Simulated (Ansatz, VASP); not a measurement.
SiO in VASP and in Ansatz

Contents of POSCAR:

```
SiO
1.0
    0.0000000000      2.4336400000      2.4336400000
    2.4336400000      0.0000000000      2.4336400000
    2.4336400000      2.4336400000      0.0000000000
Si O
1 1
Direct
    0.7500000000      0.7500000000      0.7500000000
    0.0000000000      0.0000000000      0.0000000000
```

The input INCAR.step1:

```
PREC = Accurate
ENCUT = 600
EDIFF = 1E-5
ISMEAR = -1
SIGMA = 0.05
LREAL = F
LASPH = T
NELM = 100
ALGO = Normal
LWAVE = T
LCHARG = F
GGA = PE
NBANDS = 12
```

Contents of INCAR.step2:

```
PREC = Accurate
ENCUT = 600
EDIFF = 1E-6
ISMEAR = -1
SIGMA = 0.05
LREAL = F
LASPH = T
NELM = 100
ALGO = Normal
ISIF = 3
LWAVE = F
LCHARG = F
GGA = B3
LHFCALC = T
AEXX = 0.2
AGGAX = 0.72
AGGAC = 0.81
ALDAC = 0.19
PRECFOCK = Normal
IBRION = 2
NSW = 60
EDIFFG = -0.01
ISTART = 1
```

KPOINTS

```
regular mesh
0
Gamma
  5 5 5
```

File input:

```
crystal:
  lattice:
    - [0.0, 2.43364, 2.43364]
    - [2.43364, 0.0, 2.43364]
    - [2.43364, 2.43364, 0.0]
  atoms:
    - { symbol: Si, position: [0.75, 0.75, 0.75] }
    - { symbol: O, position: [0.0, 0.0, 0.0] }
hamiltonian:
  xc: b3lyp
  pseudopotentials: { kind: paw }
kpoints:
  mp_grid: { grid: [5, 5, 5] }
scf:
  occupations: { method: fermi_dirac, width: 0.05 }
output:
  forces: true
  stress: true
  eigenvalues: true
  write_density: true
  write_potential: true
  elf: true
  volumetric_format: npy
relax:
  f_tol: 0.01
  max_steps: 40
  cell: { stress_tol: 0.05 }
```

Alike in both runs: task relaxation of cell and atoms; functional B3LYP; k mesh 5 × 5 × 5; occupations fermi-dirac, width 0.05 eV; no spin polarisation.

|  | VASP | Ansatz |
| --- | --- | --- |
| version | VASP 6.6.1 | Ansatz 0.2.0 |
| potentials or method | VASP PAW PBE potentials, release 64 (Si, O) | Ansatz PAW |
| plane-wave cutoff (eV) | 600 | 420 |
| valence electrons in the cell | 10 | 10 |

Ansatz gave:

```
gap on the k mesh at the Fermi level, each at its own relaxed structure (eV) : 0.92
relaxed volume (Å³/atom)                                                     : 15.76
relaxed length of the cell vector where the two differ most in proportion (Å)              : 3.546
```

Problem. What did VASP give for the same quantities?

Solution. gap on the k mesh at the Fermi level, each at its own relaxed structure (eV): 0.96; relaxed volume (Å³/atom): 15.75; relaxed length of the cell vector where the two differ most in proportion (Å): 3.545.

VASP's potentials were made for PBE, not for B3LYP.

The k mesh is coarse, so the values compare programs but aren't converged. Noted on Ansatz's run: odd divisions of the mesh miss points on the zone boundary, where band edges often lie, so the gap on the mesh can be too wide; the plane-wave basis is chosen anew once the cell has moved, so the energies of steps on either side of that aren't comparable.
